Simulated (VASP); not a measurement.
Input of a VASP 6.6.1 run:

POSCAR

```
Al
1.0
    0.0000000000      2.0200000000      2.0200000000
    2.0200000000      0.0000000000      2.0200000000
    2.0200000000      2.0200000000      0.0000000000
Al
1
Direct
    0.0000000000      0.0000000000      0.0000000000
```

INCAR.step1

```
SYSTEM = Al
PREC = Accurate ; ENCUT = 520
EDIFF = 1E-5 ; ISMEAR = -1
SIGMA = 0.02 ; LREAL = .FALSE.
LASPH = .TRUE. ; NELM = 100
ALGO = Normal ; ISIF = 2
LWAVE = .TRUE. ; LCHARG = .FALSE.
GGA = PE ; NBANDS = 8
```

The input INCAR.step2:

```
SYSTEM = Al
PREC = Accurate ; ENCUT = 520
EDIFF = 1E-6 ; ISMEAR = -1
SIGMA = 0.02 ; LREAL = .FALSE.
LASPH = .TRUE. ; NELM = 100
ALGO = Normal ; ISIF = 2
LWAVE = .FALSE. ; LCHARG = .FALSE.
GGA = PE ; LHFCALC = .TRUE.
HFSCREEN = 0.2079 ; PRECFOCK = Normal
ISTART = 1 ; NBANDS = 8
```

Contents of KPOINTS:

```
regular mesh
0
G
  2 2 2
  0 0 0
```

Potentials or basis: VASP PAW PBE potentials, release 64 (Al).

The run is started by

```bash
$ cat potpaw_PBE.64/Al/POTCAR > POTCAR
$ cp INCAR.step1 INCAR
$ mpirun -np 1 vasp_std > vasp.out
$ cp INCAR.step2 INCAR
$ mpirun -np 1 vasp_std > vasp.out
```

Problem. Predict the pressure.

Solution. -8.1 GPa.

Problem. Predict the band gap on the k mesh.

Solution. Zero (an odd number of electrons rules out a gap without spin polarisation).

Caveat: the k points lie up to 1.35 Å⁻¹ apart, too coarse for converged energies and pressures of a metal; the PAW data sets were made with another functional, which shifts forces and pressure a little.
